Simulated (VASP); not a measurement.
# SiO2 (I-42d) in VASP: further runs

The runs below take SiO2 through single point, with LDA.

All numbers are computed with VASP 6.6.1; they aren't measurements. Logs are shortened: lines on timing, memory, paths and dates and some standing lists are left out, and cuts for length are marked.

### 1 The cell of the first run

The structure is tetragonal, space group I-42d (No. 122). The conventional cell has a = 4.781 Å, b = 4.781 Å, c = 7.362 Å, α = 90.00°, β = 90.00°, γ = 90.00°. Si (site symmetry -4) has 4 O at 1.61 Å within 2.1 Å. Within 2.1 Å of O (site symmetry 2) lie 2 Si at 1.61 Å.

### 2 Single point, LDA (biaxial strain in the a-b plane: -3.0 %, then relaxed in part)

The input, INCAR:

```
SYSTEM = SiO2
ALGO = Normal ; EDIFF = 1E-6
ENCUT = 520 ; GGA = CA
ISIF = 2 ; ISMEAR = 0
LASPH = .TRUE. ; LCHARG = .FALSE.
LREAL = .FALSE. ; LWAVE = .FALSE.
NBANDS = 44 ; NELM = 80
PREC = Accurate ; SIGMA = 0.02
```

The input, KPOINTS:

```
k-points
0
G
  6 6 4
  0 0 0
```

The input, POSCAR:

```
SiO2
1.0
    4.7810201521      0.0000000000      0.0000000000
    0.0000000000      4.7810201521      0.0000000000
    0.0000000000      0.0000000000      7.3617647911
Si O
4 8
Direct
    0.0000000000      0.0000000000      0.0000000000
    0.0000000000      0.5000000000      0.2500000000
    0.5000000000      0.5000000000      0.5000000000
    0.5000000000      0.0000000000      0.7500000000
    0.1168563218      0.2500000000      0.1250000000
    0.2500000000      0.6168563218      0.3750000000
    0.7500000000      0.3831436782      0.3750000000
    0.8831436782      0.7500000000      0.1250000000
    0.6168563218      0.7500000000      0.6250000000
    0.7500000000      0.1168563218      0.8750000000
    0.2500000000      0.8831436782      0.8750000000
    0.3831436782      0.2500000000      0.6250000000
```

Potentials or basis: VASP PAW LDA potentials, release 64 (Si, O).

Run with:

```console
cat potpaw_LDA.64/Si/POTCAR potpaw_LDA.64/O/POTCAR > POTCAR
mpirun -np 1 vasp_std > vasp.out
```

OUTCAR:

```text
SYSTEM = SiO2
   EDIFF = 1E-6
   ENCUT = 520
   GGA = CA
   ISIF = 2
   ISMEAR = 0
   LASPH = .TRUE.
   LREAL = .FALSE.
   NELM = 80
   PREC = Accurate

 ion  position               nearest neighbor table
   1  0.000  0.000  0.000-   5 1.61   8 1.61  10 1.61  11 1.61   2 3.02   4 3.02   2 3.02   4 3.02

   2  0.000  0.500  0.250-   5 1.61   6 1.61   7 1.61   8 1.61   1 3.02   3 3.02   1 3.02   3 3.02

   3  0.500  0.500  0.500-   6 1.61   7 1.61   9 1.61  12 1.61   2 3.02   4 3.02   4 3.02   2 3.02

   4  0.500  0.000  0.750-   9 1.61  10 1.61  11 1.61  12 1.61   1 3.02   3 3.02   3 3.02   1 3.02

   5  0.117  0.250  0.125-   1 1.61   2 1.61
   6  0.250  0.617  0.375-   2 1.61   3 1.61
   7  0.750  0.383  0.375-   2 1.61   3 1.61
   8  0.883  0.750  0.125-   1 1.61   2 1.61
   9  0.617  0.750  0.625-   3 1.61   4 1.61
  10  0.750  0.117  0.875-   1 1.61   4 1.61
  11  0.250  0.883  0.875-   1 1.61   4 1.61
  12  0.383  0.250  0.625-   3 1.61   4 1.61

  LATTYP: Found a simple tetragonal cell.
 ALAT       =     4.7810201521
 C/A-ratio  =     1.5397895338

  Lattice vectors:

 A1 = (   4.7810201521,   0.0000000000,   0.0000000000)
 A2 = (   0.0000000000,   4.7810201521,   0.0000000000)
 A3 = (   0.0000000000,   0.0000000000,   7.3617647911)

Analysis of symmetry for initial positions (statically):
=====================================================================
 Subroutine PRICEL returns following result:

  LATTYP: Found a body centered tetragonal cell.
 ALAT       =     4.7810201521
 C/A-ratio  =     1.5397895338

  Lattice vectors:

 A1 = (   2.3905100760,  -2.3905100760,  -3.6808823956)
 A2 = (  -2.3905100760,   2.3905100760,  -3.6808823955)
 A3 = (   2.3905100760,   2.3905100760,   3.6808823955)

   2 primitive cells build up your supercell.

 Routine SETGRP: Setting up the symmetry group for a
 simple tetragonal supercell.

 Subroutine GETGRP returns: Found  8 space group operations
 (whereof  4 operations were pure point group operations)
 out of a pool of 16 trial point group operations.

The static configuration has the point symmetry S_4 .
 The point group associated with its full space group is D_2d.

Analysis of symmetry for dynamics (positions and initial velocities):
=====================================================================
 Subroutine PRICEL returns following result:

  LATTYP: Found a body centered tetragonal cell.
 ALAT       =     4.7810201521
 C/A-ratio  =     1.5397895338

  Lattice vectors:

 A1 = (   2.3905100760,  -2.3905100760,  -3.6808823956)
 A2 = (  -2.3905100760,   2.3905100760,  -3.6808823955)
 A3 = (   2.3905100760,   2.3905100760,   3.6808823955)

   2 primitive cells build up your supercell.

 Routine SETGRP: Setting up the symmetry group for a
 simple tetragonal supercell.

 Subroutine GETGRP returns: Found  8 space group operations
 (whereof  4 operations were pure point group operations)
 out of a pool of 16 trial point group operations.

The dynamic configuration has the point symmetry S_4 .
 The point group associated with its full space group is D_2d.

 Subroutine INISYM returns: Found  8 space group operations
 (whereof  4 operations are pure point group operations),
 and found     2 'primitive' translations

----------------------------------------------------------------------------------------

                                     Primitive cell

  volume of cell :      84.1382

  direct lattice vectors                    reciprocal lattice vectors
     2.390510076 -2.390510076 -3.680882396     0.209160382  0.000000000 -0.135836994
    -2.390510076  2.390510076 -3.680882396    -0.000000000  0.209160382 -0.135836994
     2.390510076  2.390510076  3.680882396     0.209160382  0.209160382  0.000000000

  length of vectors
     4.997796720  4.997796720  4.997796720     0.249398786  0.249398786  0.295797449

  position of ions in fractional coordinates (direct lattice)
     0.000000000  0.000000000  0.000000000
     0.750000000  0.250000000  0.500000000
     0.991856322  0.125000000  0.366856322
     0.875000000  0.241856322  0.866856322
     0.375000000  0.008143678  0.133143678
     0.758143678  0.625000000  0.633143678

  ion indices of the primitive-cell ions
   primitive index   ion index
                 1           1
                 2           2
                 3           5
                 4          10
                 5          11
                 6           8

----------------------------------------------------------------------------------------

 KPOINTS: k-points

Automatic generation of k-mesh.
 Grid dimensions read from file:
 generate k-points for:    6    6    4

 Generating k-lattice:

  Cartesian coordinates                     Fractional coordinates (reciprocal lattice)
     0.034860064  0.000000000  0.000000000     0.166666667  0.000000000  0.000000000
     0.000000000  0.034860064  0.000000000     0.000000000  0.166666667  0.000000000
     0.000000000  0.000000000  0.033959249     0.000000000  0.000000000  0.250000000

  Length of vectors
     0.034860064  0.034860064  0.033959249

  Shift w.r.t. Gamma in fractional coordinates (k-lattice)
     0.000000000  0.000000000  0.000000000

 Subroutine IBZKPT returns following result:
 ===========================================

 Found     30 irreducible k-points:

 Following reciprocal coordinates:
            Coordinates               Weight
  0.000000  0.000000  0.000000      1.000000
  0.166667  0.000000  0.000000      4.000000
  0.333333  0.000000  0.000000      4.000000
  0.500000  0.000000  0.000000      2.000000
  0.166667  0.166667  0.000000      4.000000
  0.333333  0.166667  0.000000      8.000000
[... 16 lines left out ...]
  0.333333  0.000000  0.500000      4.000000
  0.500000  0.000000  0.500000      2.000000
 [... further k-points ...]
   k-points           NKPTS =     30   k-points in BZ     NKDIM =     30   number of bands    NBANDS=     44
   number of dos      NEDOS =    301   number of ions     NIONS =     12
   total plane-waves  NPLWV =  72576
   dimension x,y,z NGX =    36 NGY =   36 NGZ =   56
   dimension x,y,z NGXF=    72 NGYF=   72 NGZF=  112
   ions per type =               4   8
   NGX,Y,Z   is equivalent  to a cutoff of  12.52, 12.52, 12.65 a.u.
   NGXF,Y,Z  is equivalent  to a cutoff of  25.04, 25.04, 25.29 a.u.
 SYSTEM =  SiO2
   PREC   = accura    normal or accurate (medium, high low for compatibility)
   ISTART =      0    job   : 0-new  1-cont  2-samecut
   ICHARG =      2    charge: 1-file 2-atom 10-const
   ISPIN  =      1    spin polarized calculation?
   LNONCOLLINEAR =      F non collinear calculations
   LSORBIT =      F    spin-orbit coupling
   LASPH  =      T    aspherical Exc in radial PAW
   ENCUT  =  520.0 eV  38.22 Ry    6.18 a.u.   8.89  8.89 13.69*2*pi/ulx,y,z
   NELM   =     80;   NELMIN=  2; NELMDL= -5     # of ELM steps
   EDIFF  = 0.1E-05   stopping-criterion for ELM
   LREAL  =      F    real-space projection
   EDIFFG = 0.1E-04   stopping-criterion for IOM
   NSW    =      0    number of steps for IOM
   IBRION =     -1    ionic relax: 0-MD 1-quasi-New 2-CG
   NFREE  =      0    steps in history (QN), initial steepest desc. (CG)
   ISIF   =      2    stress and relaxation
   ISYM   =      2    0-nonsym 1-usesym 2-fastsym
   POTIM  = 0.5000    time-step for ionic-motion
   TEBEG  =    0.0;   TEEND  =   0.0 temperature during run
   PSTRESS=    0.0 pullay stress
   NELECT =      64.0000    total number of electrons
   NUPDOWN=      -1.0000    fix difference up-down
   EMIN   =  10.00;   EMAX   =-10.00  energy-range for DOS
   EFERMI =   0.00;   METHOD = LEGACY
   ISMEAR =     0;   SIGMA  =   0.02  broadening in eV -4-tet -1-fermi 0-gaus
   EFERMI_NEDOS =   21; number of points for ismear=-14 and -15
   IALGO  =     38    algorithm
   IMIX   =      4    mixing-type and parameters
     AMIX     =   0.40;   BMIX     =  1.00
     AMIX_MAG =   1.60;   BMIX_MAG =  1.00
  volume/ion in A,a.u.               =      14.02        94.63
  Fermi-wavevector in a.u.,A,eV,Ry     =   1.186116  2.241434 19.141641  1.406871
  Thomas-Fermi vector in A             =   2.322295
   LORBIT       =      0    0 simple, 1 ext, 2 COOP (PROOUT), +10 PAW based schemes
   GGA     = CA    functional components
   LHFCALC =     F    Hartree Fock is set to
   AEXX    =    0.0000 exact exchange contribution
   IVDW    =     0    specifies the selected vdW correction
   LEPSILON=     F    determine dielectric tensor
   LRPA    =     F    only Hartree local field effects (RPA)
 non-spin polarized calculation
 Gauss-broadening in eV      SIGMA  =   0.02
  energy-cutoff  :      520.00
  volume of cell :      168.28
 maximum number of plane-waves:      4568
 NGX is ok and might be reduce to    36
   NGX = 17   NGY = 17   NGZ = 27

 number of electron      63.9999993 magnetization

 Free energy of the ion-electron system (eV)
  ---------------------------------------------------
  ext. energy  EPLUGINS =         0.00000000
  ---------------------------------------------------
  free energy    TOTEN  =      -103.69863369 eV

  energy without entropy =     -103.69863369  energy(sigma->0) =     -103.69863369

 E-fermi :  -0.1746     XC(G=0):  -9.1036

 val. band max:       -0.3431865661   @ k =   0.0000   0.0000   0.0000
 cond. band min:       5.5721746462   @ k =   0.0000   0.0000   0.0000
 fundamental gap:      5.9153612123
 Fermi energy:        -0.1745686124

 k-point     1 :       0.0000    0.0000    0.0000
  band No.  band energies     occupation
      1     -19.3256      2.00000
      2     -18.3530      2.00000
      3     -18.3530      2.00000
      4     -17.1191      2.00000
      5     -17.1191      2.00000
      6     -17.0788      2.00000
[... 36 lines left out ...]
     43      11.2774      0.00000
     44      11.8169      0.00000
[... 1040 lines left out ...]
      4     -17.7983      2.00000
      5     -17.0990      2.00000
      6     -17.0990      2.00000
[... 36 lines left out ...]
     43      11.0638      0.00000
     44      11.0638      0.00000

 [... further k-points ...]
[... 5 lines left out ...]
  --------------------------------------------------------------------------------------
  -------------------------------------------------------------------------------------
  Total        1.7355802      1.7355802      0.6842099      0.0000000      0.0000000      0.0000000
  in kB       16.5246470     16.5246470      6.5144368      0.0000000      0.0000000      0.0000000
  external PRESSURE =      13.1879103 kB  Pullay stress =       0.0000000 kB

 VOLUME and BASIS-vectors are now :
 -----------------------------------------------------------------------------
  energy-cutoff  :      520.00
  volume of cell :      168.28
      direct lattice vectors                 reciprocal lattice vectors
     4.781020152  0.000000000  0.000000000     0.209160382  0.000000000  0.000000000
     0.000000000  4.781020152  0.000000000     0.000000000  0.209160382  0.000000000
     0.000000000  0.000000000  7.361764791     0.000000000  0.000000000  0.135836994

 POSITION                                       TOTAL-FORCE (eV/Angst)
 -----------------------------------------------------------------------------------
      0.00000      0.00000      0.00000        -0.000000     -0.000000      0.000000
      0.00000      2.39051      1.84044         0.000000     -0.000000      0.000000
      2.39051      2.39051      3.68088        -0.000000     -0.000000      0.000000
      2.39051      0.00000      5.52132         0.000000     -0.000000      0.000000
      0.55869      1.19526      0.92022         0.034709     -0.000000     -0.000000
      1.19526      2.94920      2.76066        -0.000000      0.034709     -0.000000
      3.58577      1.83182      2.76066         0.000000     -0.034709      0.000000
      4.22233      3.58577      0.92022        -0.034709     -0.000000     -0.000000
      2.94920      3.58577      4.60110         0.034709     -0.000000     -0.000000
      3.58577      0.55869      6.44154        -0.000000      0.034709     -0.000000
      1.19526      4.22233      6.44154         0.000000     -0.034709      0.000000
      1.83182      1.19526      4.60110        -0.034709     -0.000000     -0.000000
 -----------------------------------------------------------------------------------
    total drift:                               -0.000000     -0.000000      0.000000

  FREE ENERGIE OF THE ION-ELECTRON SYSTEM (eV)
  ---------------------------------------------------
  free  energy   TOTEN  =      -103.6986336942 eV

  energy  without entropy=     -103.6986336942  energy(sigma->0) =     -103.69863369
```

Run time: 1.8 min. Hardware: 1 thread of Intel Xeon 6975P-C (Granite Rapids), shared host; peak memory 0.29 GiB.

Results:

```yaml
Free_energy: -103.6986 eV
Pressure: 1.3 GPa
Largest_force: 0.035 eV/Å
Band_gap_on_the_k_mesh: 5.92 eV
```

Forces on the atoms (eV/Å):
```
Si   0.000  0.000  0.000
Si   0.000  0.000  0.000
Si   0.000  0.000  0.000
Si   0.000  0.000  0.000
O    0.035  0.000  0.000
O    0.000  0.035  0.000
O    0.000 -0.035  0.000
O   -0.035  0.000  0.000
O    0.035  0.000  0.000
O    0.000  0.035  0.000
O    0.000 -0.035  0.000
O   -0.035  0.000  0.000
```

Caveat: the cell differs from its parent crystal (biaxial strain in the a-b plane: -3.0 %, then relaxed in part).

### 3 Single point, LDA (biaxial strain in the a-b plane: -3.0 %)

The input, INCAR:

```
  PREC = Accurate
  ENCUT = 520
  EDIFF = 1E-6
  ISMEAR = 0
  SIGMA = 0.02
  LREAL = F
  LASPH = T
  NELM = 80
  ALGO = Normal
  ISIF = 2
  LWAVE = F
  LCHARG = T
  LELF = T
  LVHAR = T
  NBANDS = 44
```

The input, KPOINTS:

```
regular mesh
0
Gamma
  6 6 4
```

The input, POSCAR:

```
SiO2
1.0
    4.7810201521      0.0000000000      0.0000000000
    0.0000000000      4.7810201521      0.0000000000
    0.0000000000      0.0000000000      7.4200045878
Si O
4 8
Direct
    0.0000000000      0.0000000000      0.0000000000
    0.0000000000      0.5000000000      0.2500000000
    0.5000000000      0.5000000000      0.5000000000
    0.5000000000      0.0000000000      0.7500000000
    0.1081327886      0.2500000000      0.1250000000
    0.2500000000      0.6081327886      0.3750000000
    0.7500000000      0.3918672114      0.3750000000
    0.8918672114      0.7500000000      0.1250000000
    0.6081327886      0.7500000000      0.6250000000
    0.7500000000      0.1081327886      0.8750000000
    0.2500000000      0.8918672114      0.8750000000
    0.3918672114      0.2500000000      0.6250000000
```

Potentials or basis: VASP PAW LDA potentials, release 64 (Si, O).

Run with:

```console
cat potpaw_LDA.64/Si/POTCAR potpaw_LDA.64/O/POTCAR > POTCAR
mpirun -np 1 vasp_std > vasp.out
```

OUTCAR:

```text
PREC = Accurate
   ENCUT = 520
   EDIFF = 1E-6
   ISMEAR = 0
   LREAL = F
   LASPH = T
   NELM = 80
   ISIF = 2

 ion  position               nearest neighbor table
   1  0.000  0.000  0.000-   5 1.60   8 1.60  10 1.60  11 1.60   2 3.03   4 3.03   2 3.03   4 3.03

   2  0.000  0.500  0.250-   5 1.60   6 1.60   7 1.60   8 1.60   1 3.03   3 3.03   1 3.03   3 3.03

   3  0.500  0.500  0.500-   6 1.60   7 1.60   9 1.60  12 1.60   2 3.03   4 3.03   4 3.03   2 3.03

   4  0.500  0.000  0.750-   9 1.60  10 1.60  11 1.60  12 1.60   1 3.03   3 3.03   3 3.03   1 3.03

[... 1372 lines left out ...]

 VOLUME and BASIS-vectors are now :
 -----------------------------------------------------------------------------
  energy-cutoff  :      520.00
  volume of cell :      169.61
      direct lattice vectors                 reciprocal lattice vectors
     4.781020152  0.000000000  0.000000000     0.209160382  0.000000000  0.000000000
     0.000000000  4.781020152  0.000000000     0.000000000  0.209160382  0.000000000
     0.000000000  0.000000000  7.420004588     0.000000000  0.000000000  0.134770806

 POSITION                                       TOTAL-FORCE (eV/Angst)
 -----------------------------------------------------------------------------------
      0.00000      0.00000      0.00000         0.000000     -0.000000     -0.000000
      0.00000      2.39051      1.85500        -0.000000     -0.000000     -0.000000
      2.39051      2.39051      3.71000         0.000000     -0.000000     -0.000000
      2.39051      0.00000      5.56500        -0.000000     -0.000000     -0.000000
      0.51699      1.19526      0.92750         0.278655     -0.000000     -0.000000
      1.19526      2.90750      2.78250        -0.000000      0.278655     -0.000000
      3.58577      1.87353      2.78250         0.000000     -0.278655      0.000000
      4.26404      3.58577      0.92750        -0.278655      0.000000      0.000000
      2.90750      3.58577      4.63750         0.278655     -0.000000     -0.000000
      3.58577      0.51699      6.49250        -0.000000      0.278655      0.000000
      1.19526      4.26404      6.49250         0.000000     -0.278655     -0.000000
      1.87353      1.19526      4.63750        -0.278655      0.000000      0.000000
 -----------------------------------------------------------------------------------
    total drift:                               -0.000000     -0.000000     -0.000000

  FREE ENERGIE OF THE ION-ELECTRON SYSTEM (eV)
  ---------------------------------------------------
  free  energy   TOTEN  =      -103.6606169595 eV

  energy  without entropy=     -103.6606169595  energy(sigma->0) =     -103.66061696
```

OSZICAR:

```text
N       E                     dE             d eps       ncg     rms          rms(c)
DAV:   1     0.393706528178E+03    0.39371E+03   -0.32898E+04  2640   0.132E+03
DAV:   2    -0.871454260479E+02   -0.48085E+03   -0.46636E+03  3344   0.312E+02
DAV:   3    -0.117066259400E+03   -0.29921E+02   -0.29782E+02  3288   0.826E+01
DAV:   4    -0.117452714381E+03   -0.38645E+00   -0.38582E+00  3312   0.104E+01
DAV:   5    -0.117459706800E+03   -0.69924E-02   -0.69866E-02  3248   0.136E+00    0.309E+01
DAV:   6    -0.104049096628E+03    0.13411E+02   -0.51030E+01  3084   0.328E+01    0.154E+01
DAV:   7    -0.103804348214E+03    0.24475E+00   -0.14355E+00  3072   0.504E+00    0.531E+00
DAV:   8    -0.103680128180E+03    0.12422E+00   -0.84406E-02  3284   0.170E+00    0.203E+00
DAV:   9    -0.103659489531E+03    0.20639E-01   -0.31989E-02  3320   0.105E+00    0.297E-01
DAV:  10    -0.103660659499E+03   -0.11700E-02   -0.34674E-03  3124   0.289E-01    0.107E-01
DAV:  11    -0.103660609435E+03    0.50065E-04   -0.86540E-04  3160   0.153E-01    0.210E-02
DAV:  12    -0.103660614385E+03   -0.49497E-05   -0.22498E-05  3104   0.234E-02    0.950E-03
DAV:  13    -0.103660616705E+03   -0.23207E-05   -0.80602E-06  2848   0.128E-02    0.463E-03
DAV:  14    -0.103660616959E+03   -0.25428E-06   -0.33479E-07  2248   0.312E-03
   1 F= -.10366062E+03 E0= -.10366062E+03  d E =-.564919E-22
```

stdout:

```text
POSCAR found type information on POSCAR SiO
 POSCAR found :  2 types and      12 ions
 scaLAPACK will be used
 LDA part: xc-table for (Slater(with rela. corr.)+CA(PZ))
 , standard interpolation
 POSCAR, INCAR and KPOINTS ok, starting setup
 FFT: planning ... GRIDC
 FFT: planning ... GRID_SOFT
 FFT: planning ... GRID
 WAVECAR not read
 entering main loop
```

Wall time 1.7 min (1 thread of Intel Xeon 6975P-C (Granite Rapids), shared host); peak memory 0.28 GiB.

What came out:

| Quantity | Value |
| --- | --- |
| Free energy | -103.6606 eV |
| Pressure | 3.9 GPa |
| Largest force | 0.279 eV/Å |
| Band gap on the k mesh | 5.90 eV |

Forces on the atoms (eV/Å):
```
Si   0.000  0.000  0.000
Si   0.000  0.000  0.000
Si   0.000  0.000  0.000
Si   0.000  0.000  0.000
O    0.279  0.000  0.000
O    0.000  0.279  0.000
O    0.000 -0.279  0.000
O   -0.279  0.000  0.000
O    0.279  0.000  0.000
O    0.000  0.279  0.000
O    0.000 -0.279  0.000
O   -0.279  0.000  0.000
```

Caveat: the cell differs from its parent crystal (biaxial strain in the a-b plane: -3.0 %); the cell stands under pressure. A k mesh can miss the band edges.
